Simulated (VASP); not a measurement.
# CoO (P3m1) in VASP: notebook

Runs on CoO. Level: PBE+U. Tasks: single point.

Program: VASP 6.6.1. These are calculated values, not measurements. Logs are shortened: lines on timing, memory, paths and dates and some standing lists are left out, and cuts for length are marked.

## 1. The cell of the first run

The typed cell holds 4 atoms: a = 3.110 Å, b = 3.110 Å, c = 5.085 Å, α = 90.00°, β = 90.00°, γ = 120.00°.

## 2. Single point, PBE+U

INCAR

```
SYSTEM = CoO
PREC     = Accurate       ! precision mode
ENCUT    = 520            ! plane-wave cutoff, eV
EDIFF    = 1E-7           ! SCF threshold, eV
ISMEAR   = 0              ! smearing method
SIGMA    = 0.02           ! smearing width, eV
LREAL    = .FALSE.        ! projectors in reciprocal space
LASPH    = .TRUE.         ! aspherical terms in the spheres
NELM     = 150            ! most SCF steps
ALGO     = Normal         ! electronic algorithm
ISIF     = 2              ! what is computed and relaxed
LWAVE    = .FALSE.        ! write WAVECAR
LCHARG   = .FALSE.        ! write CHGCAR
LMAXMIX  = 4              ! l up to which the mixer works
LDAU     = .TRUE.         ! DFT+U
LDAUTYPE = 2            
LDAUL    = 2 -1           ! shell
LDAUU    = 3.32 0         ! U, eV
LDAUJ    = 0 0          
LDAUPRINT= 1            
GGA      = PE             ! functional
NBANDS   = 23             ! bands
```

KPOINTS

```
Automatic mesh
0
G
  12 12 8
  0 0 0
```

POSCAR

```
CoO
1.0
    3.1099945203      0.0000000000      0.0000000000
   -1.5549972602      2.6933342602      0.0000000000
    0.0000000000      0.0000000000      5.0853846395
Co O
2 2
Direct
    0.0000000000      0.0000000000      0.0034741400
    0.3333333333      0.6666666667      0.5033624100
    0.0000000000      0.0000000000      0.3716088500
    0.3333333333      0.6666666667      0.8715556000
```

Potentials or basis: VASP PAW PBE potentials, release 64 (Co, O).

Launch:

```bash
$ cat potpaw_PBE.64/Co/POTCAR potpaw_PBE.64/O/POTCAR > POTCAR
$ mpirun -np 1 vasp_std > vasp.out
```

OUTCAR:

```text
SYSTEM = CoO
   PREC = Accurate
   ENCUT = 520
   EDIFF = 1E-7
   ISMEAR = 0
   LREAL = .FALSE.
   LASPH = .TRUE.
   NELM = 150
   ISIF = 2
   GGA = PE

 ion  position               nearest neighbor table
   1  0.000  0.000  0.003-   3 1.87   4 1.92   4 1.92   4 1.92   2 3.11   2 3.11   2 3.11   2 3.11
                             2 3.11   2 3.11
   2  0.333  0.667  0.503-   4 1.87   3 1.92   3 1.92   3 1.92   1 3.11   1 3.11   1 3.11   1 3.11
                             1 3.11   1 3.11
   3  0.000  0.000  0.372-   1 1.87   2 1.92   2 1.92   2 1.92
   4  0.333  0.667  0.872-   2 1.87   1 1.92   1 1.92   1 1.92

  LATTYP: Found a hexagonal cell.
 ALAT       =     3.1099945203
 C/A-ratio  =     1.6351747909

  Lattice vectors:

 A1 = (   3.1099945203,   0.0000000000,   0.0000000000)
 A2 = (  -1.5549972602,   2.6933342602,   0.0000000000)
 A3 = (   0.0000000000,   0.0000000000,   5.0853846395)

Analysis of symmetry for initial positions (statically):
=====================================================================
 Subroutine PRICEL returns:
 Original cell was already a primitive cell.

 Routine SETGRP: Setting up the symmetry group for a
 hexagonal supercell.

 Subroutine GETGRP returns: Found  6 space group operations
 (whereof  6 operations were pure point group operations)
 out of a pool of 24 trial point group operations.

The static configuration has the point symmetry C_3v.

Analysis of symmetry for dynamics (positions and initial velocities):
=====================================================================
 Subroutine PRICEL returns:
 Original cell was already a primitive cell.

 Routine SETGRP: Setting up the symmetry group for a
 hexagonal supercell.

 Subroutine GETGRP returns: Found  6 space group operations
 (whereof  6 operations were pure point group operations)
 out of a pool of 24 trial point group operations.

The dynamic configuration has the point symmetry C_3v.

 Subroutine INISYM returns: Found  6 space group operations
 (whereof  6 operations are pure point group operations),
 and found     1 'primitive' translations

----------------------------------------------------------------------------------------

                                     Primitive cell

  volume of cell :      42.5965

  direct lattice vectors                    reciprocal lattice vectors
     3.109994520  0.000000000  0.000000000     0.321543975  0.185643500  0.000000000
    -1.554997260  2.693334260  0.000000000     0.000000000  0.371287001  0.000000000
     0.000000000  0.000000000  5.085384639     0.000000000  0.000000000  0.196641959

  length of vectors
     3.109994520  3.109994520  5.085384639     0.371287001  0.371287001  0.196641959

  position of ions in fractional coordinates (direct lattice)
     0.000000000  0.000000000  0.003474140
     0.333333333  0.666666667  0.503362410
     0.000000000  0.000000000  0.371608850
     0.333333333  0.666666667  0.871555600

  ion indices of the primitive-cell ions
   primitive index   ion index
                 1           1
                 2           2
                 3           3
                 4           4

----------------------------------------------------------------------------------------

 KPOINTS: Automatic mesh

Automatic generation of k-mesh.
 Grid dimensions read from file:
[... 97 lines left out ...]
   IVDW    =     0    specifies the selected vdW correction
   LEPSILON=     F    determine dielectric tensor
   LRPA    =     F    only Hartree local field effects (RPA)
 non-spin polarized calculation
 Gauss-broadening in eV      SIGMA  =   0.02
  energy-cutoff  :      520.00
  volume of cell :       42.60
 maximum number of plane-waves:      1182
   NGX = 11   NGY = 11   NGZ = 19

atom =   1  type =  1  l = 2

 onsite density matrix

spin component  1

  0.7304 -0.0000  0.0000 -0.1372 -0.0000
 -0.0000  0.8211  0.0000 -0.0000 -0.1372
  0.0000  0.0000  0.6412 -0.0000 -0.0000
 -0.1372 -0.0000 -0.0000  0.8211  0.0000
 -0.0000 -0.1372 -0.0000  0.0000  0.7304

spin component  2

  0.7304 -0.0000  0.0000 -0.1372 -0.0000
 -0.0000  0.8211  0.0000 -0.0000 -0.1372
  0.0000  0.0000  0.6412 -0.0000 -0.0000
 -0.1372 -0.0000 -0.0000  0.8211  0.0000
 -0.0000 -0.1372 -0.0000  0.0000  0.7304

 occupancies and eigenvectors

  o =  0.6312  v = -0.5127 -0.4537  0.0000 -0.3706 -0.6277  0.0000  0.0000  0.0000  0.0000  0.0000      0.0000  0.0000  0.0000  0.0000  0.0000  0.0000  0.0000  0.0000  0.0000  0.0000
  o =  0.6312  v =  0.0000  0.0000  0.0000  0.0000  0.0000 -0.5127 -0.4537  0.0000 -0.3706 -0.6277      0.0000  0.0000  0.0000  0.0000  0.0000  0.0000  0.0000  0.0000  0.0000  0.0000
  o =  0.6312  v =  0.6277 -0.3706 -0.0000  0.4537 -0.5127  0.0000  0.0000  0.0000  0.0000  0.0000      0.0000  0.0000  0.0000  0.0000  0.0000  0.0000  0.0000  0.0000  0.0000  0.0000
  o =  0.6312  v =  0.0000  0.0000  0.0000  0.0000  0.0000  0.6277 -0.3706 -0.0000  0.4537 -0.5127      0.0000  0.0000  0.0000  0.0000  0.0000  0.0000  0.0000  0.0000  0.0000  0.0000
  o =  0.6412  v =  0.0000  0.0000  0.0000  0.0000  0.0000  0.0000 -0.0000  1.0000  0.0000 -0.0000      0.0000  0.0000  0.0000  0.0000  0.0000  0.0000  0.0000  0.0000  0.0000  0.0000
  o =  0.6412  v =  0.0000 -0.0000  1.0000  0.0000 -0.0000  0.0000  0.0000  0.0000  0.0000  0.0000      0.0000  0.0000  0.0000  0.0000  0.0000  0.0000  0.0000  0.0000  0.0000  0.0000
  o =  0.9203  v =  0.0000  0.0000  0.0000  0.0000  0.0000  0.3705 -0.6277  0.0000 -0.5127  0.4537      0.0000  0.0000  0.0000  0.0000  0.0000  0.0000  0.0000  0.0000  0.0000  0.0000
  o =  0.9203  v =  0.3705 -0.6277  0.0000 -0.5127  0.4537  0.0000  0.0000  0.0000  0.0000  0.0000      0.0000  0.0000  0.0000  0.0000  0.0000  0.0000  0.0000  0.0000  0.0000  0.0000
  o =  0.9203  v =  0.0000  0.0000  0.0000  0.0000  0.0000 -0.4537 -0.5127 -0.0000  0.6277  0.3705      0.0000  0.0000  0.0000  0.0000  0.0000  0.0000  0.0000  0.0000  0.0000  0.0000
  o =  0.9203  v = -0.4537 -0.5127 -0.0000  0.6277  0.3705  0.0000  0.0000  0.0000  0.0000  0.0000      0.0000  0.0000  0.0000  0.0000  0.0000  0.0000  0.0000  0.0000  0.0000  0.0000

atom =   2  type =  1  l = 2

 onsite density matrix

spin component  1

  0.7302  0.0000  0.0000  0.1385 -0.0000
  0.0000  0.8190 -0.0000 -0.0000  0.1385
  0.0000 -0.0000  0.6458  0.0000 -0.0000
  0.1385 -0.0000  0.0000  0.8190 -0.0000
 -0.0000  0.1385 -0.0000 -0.0000  0.7302

spin component  2

  0.7302  0.0000  0.0000  0.1385 -0.0000
  0.0000  0.8190 -0.0000 -0.0000  0.1385
  0.0000 -0.0000  0.6458  0.0000 -0.0000
  0.1385 -0.0000  0.0000  0.8190 -0.0000
 -0.0000  0.1385 -0.0000 -0.0000  0.7302

 occupancies and eigenvectors

  o =  0.6291  v =  0.5110 -0.4565 -0.0000 -0.3728  0.6257  0.0000  0.0000  0.0000  0.0000  0.0000      0.0000  0.0000  0.0000  0.0000  0.0000  0.0000  0.0000  0.0000  0.0000  0.0000
  o =  0.6291  v =  0.0000  0.0000  0.0000  0.0000  0.0000  0.5110 -0.4565 -0.0000 -0.3728  0.6257      0.0000  0.0000  0.0000  0.0000  0.0000  0.0000  0.0000  0.0000  0.0000  0.0000
  o =  0.6291  v = -0.6257 -0.3728  0.0000  0.4565  0.5110  0.0000  0.0000  0.0000  0.0000  0.0000      0.0000  0.0000  0.0000  0.0000  0.0000  0.0000  0.0000  0.0000  0.0000  0.0000
  o =  0.6291  v =  0.0000  0.0000  0.0000  0.0000  0.0000 -0.6257 -0.3728  0.0000  0.4565  0.5110      0.0000  0.0000  0.0000  0.0000  0.0000  0.0000  0.0000  0.0000  0.0000  0.0000
  o =  0.6458  v =  0.0000  0.0000  0.0000  0.0000  0.0000  0.0000  0.0000  1.0000 -0.0000 -0.0000      0.0000  0.0000  0.0000  0.0000  0.0000  0.0000  0.0000  0.0000  0.0000  0.0000
  o =  0.6458  v =  0.0000  0.0000  1.0000 -0.0000 -0.0000  0.0000  0.0000  0.0000  0.0000  0.0000      0.0000  0.0000  0.0000  0.0000  0.0000  0.0000  0.0000  0.0000  0.0000  0.0000
  o =  0.9200  v =  0.0000  0.0000  0.0000  0.0000  0.0000  0.3728  0.6257  0.0000  0.5109  0.4565      0.0000  0.0000  0.0000  0.0000  0.0000  0.0000  0.0000  0.0000  0.0000  0.0000
  o =  0.9200  v =  0.3728  0.6257  0.0000  0.5109  0.4565  0.0000  0.0000  0.0000  0.0000  0.0000      0.0000  0.0000  0.0000  0.0000  0.0000  0.0000  0.0000  0.0000  0.0000  0.0000
  o =  0.9200  v =  0.0000  0.0000  0.0000  0.0000  0.0000 -0.4565  0.5109 -0.0000 -0.6257  0.3728      0.0000  0.0000  0.0000  0.0000  0.0000  0.0000  0.0000  0.0000  0.0000  0.0000
  o =  0.9200  v = -0.4565  0.5109 -0.0000 -0.6257  0.3728  0.0000  0.0000  0.0000  0.0000  0.0000      0.0000  0.0000  0.0000  0.0000  0.0000  0.0000  0.0000  0.0000  0.0000  0.0000

 number of electron      29.9999988 magnetization

 Free energy of the ion-electron system (eV)
  ---------------------------------------------------
  ext. energy  EPLUGINS =         0.00000000
  ---------------------------------------------------
  free energy    TOTEN  =       -20.15390087 eV

  energy without entropy =      -20.15266595  energy(sigma->0) =      -20.15328341

 E-fermi :   6.7642     XC(G=0): -11.6077

 val. band max:        6.7624137654   @ k =   0.0000   0.4167   0.3750
 cond. band min:       6.7654173250   @ k =  -0.1667   0.4167   0.3750
 fundamental gap:      0.0030035596
 Fermi energy:         6.7641986680

 k-point     1 :       0.0000    0.0000    0.0000
  band No.  band energies     occupation
      1     -13.9273      2.00000
      2     -13.2310      2.00000
      3      -0.7173      2.00000
      4       0.4435      2.00000
      5       0.6251      2.00000
      6       0.6251      2.00000
[... 613 lines left out ...]
     22      18.6600      0.00000
     23      20.8652      0.00000

 [... further k-points ...]

------------------------ aborting loop because EDIFF is reached ----------------------------------------

  FORCE on cell =-STRESS in cart. coord.  units (eV):
  Direction    XX          YY          ZZ          XY          YZ          ZX
  --------------------------------------------------------------------------------------
  -------------------------------------------------------------------------------------
  Total       -2.5802768     -2.5802768      0.2878726      0.0000000      0.0000000      0.0000000
  in kB      -97.0517118    -97.0517118     10.8277262      0.0000000      0.0000000      0.0000000
  external PRESSURE =     -61.0918992 kB  Pullay stress =       0.0000000 kB

 VOLUME and BASIS-vectors are now :
 -----------------------------------------------------------------------------
  energy-cutoff  :      520.00
  volume of cell :       42.60
      direct lattice vectors                 reciprocal lattice vectors
     3.109994520  0.000000000  0.000000000     0.321543975  0.185643500  0.000000000
    -1.554997260  2.693334260  0.000000000     0.000000000  0.371287001  0.000000000
     0.000000000  0.000000000  5.085384639     0.000000000  0.000000000  0.196641959

 POSITION                                       TOTAL-FORCE (eV/Angst)
 -----------------------------------------------------------------------------------
      0.00000      0.00000      0.01767         0.000000      0.000000     -0.074147
     -0.00000      1.79556      2.55979        -0.000000      0.000000     -0.060973
      0.00000      0.00000      1.88977         0.000000     -0.000000      0.055542
     -0.00000      1.79556      4.43220        -0.000000      0.000000      0.079578
 -----------------------------------------------------------------------------------
    total drift:                                0.000000      0.000000      0.001120

  FREE ENERGIE OF THE ION-ELECTRON SYSTEM (eV)
  ---------------------------------------------------
  free  energy   TOTEN  =       -20.1539008680 eV

  energy  without entropy=      -20.1526659495  energy(sigma->0) =      -20.15328341
```

It took 2.3 min on 1 thread of Intel Xeon Platinum 8488C (Sapphire Rapids), shared host; peak memory 0.24 GiB.

Results:

```
Free energy            : -20.1539 eV
Pressure               : -6.1 GPa
Largest force          : 0.080 eV/Å
Band gap on the k mesh : zero (bands 15 and 16 overlap by 1.59 eV)
```

Forces on the atoms (eV/Å):
```
Co   0.000  0.000 -0.074
Co   0.000  0.000 -0.061
O    0.000  0.000  0.056
O    0.000  0.000  0.080
```

Eigenvalues of the final occupation matrices:
| site | spin | trace | eigenvalues |
| --- | --- | --- | --- |
| site 1 d | 1 | 3.74 | 0.63 0.63 0.64 0.92 0.92 |
| site 1 d | 2 | 3.74 | 0.63 0.63 0.64 0.92 0.92 |
| site 2 d | 1 | 3.74 | 0.63 0.63 0.65 0.92 0.92 |
| site 2 d | 2 | 3.74 | 0.63 0.63 0.65 0.92 0.92 |

Caveat: the cell stands under tension; the run has no spin polarisation, though such a crystal can be magnetic; U without spin polarisation on a metal has little footing. Spin polarisation is off, so any magnetic state and its effect on volume and gap are missing.

## 3. Single point, PBE+U

This run uses another cell than the first one, of 11.58 Å³/atom.

INCAR

```
PREC = Accurate ; ENCUT = 520
EDIFF = 1E-6 ; ISMEAR = 0
SIGMA = 0.02 ; LREAL = F
LASPH = T ; NELM = 150
ALGO = Normal ; ISIF = 2
LWAVE = F ; LCHARG = T
LMAXMIX = 4 ; LDAU = T
LDAUTYPE = 2 ; LDAUL = 2 -1
LDAUU = 3.32 0 ; LDAUJ = 0 0
LDAUPRINT = 1 ; GGA = PE
LELF = T ; LVHAR = T
NBANDS = 23
```

KPOINTS

```
Automatic mesh
0
Gamma
  12 12 8
```

POSCAR

```
CoO
1.0
    3.1976457435      0.0000000000      0.0000000000
   -1.5988228718      2.7692424462      0.0000000000
    0.0000000000      0.0000000000      5.2287097100
Co O
2 2
Direct
    0.0000000000      0.0000000000      0.0034741400
    0.3333333333      0.6666666667      0.5033624100
    0.0000000000      0.0000000000      0.3716088500
    0.3333333333      0.6666666667      0.8715556000
```

Potentials or basis: VASP PAW PBE potentials, release 64 (Co, O).

Launch:

```bash
$ cat potpaw_PBE.64/Co/POTCAR potpaw_PBE.64/O/POTCAR > POTCAR
$ mpirun -np 1 vasp_std > vasp.out
```

Wall time 66 s (1 thread of Intel Xeon Platinum 8488C (Sapphire Rapids), shared host); peak memory 0.25 GiB.

It converged, with:

```
Free energy            : -19.8878 eV
Pressure               : -16.4 GPa
Largest force          : 0.045 eV/Å
Band gap on the k mesh : zero (bands 15 and 16 overlap by 1.42 eV)
```

Forces in eV/Å, atoms in the order of the input:
```
Co   0.000  0.000 -0.042
Co   0.000  0.000 -0.038
O    0.000  0.000  0.035
O    0.000  0.000  0.045
```

Stress tensor (GPa, compression positive):
```
-18.59   0.00   0.00
  0.00 -18.59   0.00
  0.00   0.00 -12.01
```

Levels at points of the mesh, in eV from the Fermi level:
```csv
k point,band 12,band 13,band 14,band 15,band 16,band 17,band 18,band 19
"(0.00, 0.00, 0.00)",-1.68,-0.98,0.41,0.41,0.50,1.32,1.41,1.41
"(0.50, 0.00, 0.00)",-1.70,-1.08,-0.87,-0.54,-0.38,0.33,0.63,6.11
"(0.00, 0.00, 0.50)",-1.95,0.10,0.10,0.90,0.90,0.90,0.90,3.03
"(0.50, 0.00, 0.50)",-1.62,-1.08,-1.08,0.11,0.11,0.14,0.14,5.96
```

Eigenvalues of the final occupation matrices:
```
    site  spin  trace               eigenvalues
site 1 d     1   3.71  0.62 0.62 0.62 0.92 0.92
site 1 d     2   3.71  0.62 0.62 0.62 0.92 0.92
site 2 d     1   3.71  0.62 0.62 0.62 0.92 0.92
site 2 d     2   3.71  0.62 0.62 0.62 0.92 0.92
```

Caveat: the cell stands under tension; the run has no spin polarisation, though such a crystal can be magnetic; U without spin polarisation on a metal has little footing. Spin polarisation is off, so any magnetic state and its effect on volume and gap are missing.
